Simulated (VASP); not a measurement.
Set up this calculation in VASP 6.6.1, as the native input.

```yaml
Task: single point
Functional: PBEsol
Dispersion: D3(BJ)
Potentials_or_basis: VASP PAW PBE potentials, release 64 (Ga_d, Sb)
Cutoff: 520 eV
k_mesh: 10 × 10 × 10
Occupations: gaussian, width 0.15 eV
Spin: no spin polarisation
Dipole_correction: no
Further_INCAR_settings: ALGO = Normal; EDIFF = 1e-07; NBANDS = 22
```

The structure of GaSb3 lies in POSCAR:

```
GaSb3
1.0
    0.0000000000      3.5857729617      3.5857729617
    3.5857729617      0.0000000000      3.5857729617
    3.5857729617      3.5857729617      0.0000000000
Ga Sb
1 3
Direct
    0.0211948723     -0.0211948723     -0.0211948723
    0.2518637637      0.2481362363      0.2481362363
    0.7404296878      0.7595703122      0.7595703122
    0.4955698034      0.5044301966      0.5044301966
```

This cell differs from its parent crystal: atoms displaced along several vibrational modes.

One way to write it, as run:

INCAR

```
SYSTEM = GaSb3
ALGO = Normal ; EDIFF = 1E-7
ENCUT = 520 ; GGA = PS
ISIF = 2 ; ISMEAR = 0
IVDW = 12 ; LASPH = .TRUE.
LCHARG = .TRUE. ; LELF = .TRUE.
LREAL = .FALSE. ; LVHAR = .TRUE.
LWAVE = .FALSE. ; NBANDS = 22
NELM = 80 ; PREC = Accurate
SIGMA = 0.15
```

KPOINTS

```
k-points
0
G
  10 10 10
  0 0 0
```

Potentials or basis: VASP PAW PBE potentials, release 64 (Ga_d, Sb).

Launch:

```bash
$ cat potpaw_PBE.64/Ga_d/POTCAR potpaw_PBE.64/Sb/POTCAR > POTCAR
$ mpirun -np 1 vasp_std > vasp.out
```

Results of the run:

```yaml
Pressure: 0.5 GPa
Largest_force: 0.375 eV/Å
Band_gap_on_the_k_mesh: zero (bands 14 and 15 overlap by 4.07 eV)
Dispersion_energy_per_atom: -0.493 eV
```

Caveat: the cell differs from its parent crystal (atoms displaced along several vibrational modes); the PAW data sets were made with another functional, which shifts forces and pressure a little; spin-orbit coupling is left out, which moves the levels of the heavy elements.

Run time: 8.3 min on 1 thread of Intel Xeon 8259CL (shared host), peak memory 0.49 GiB.
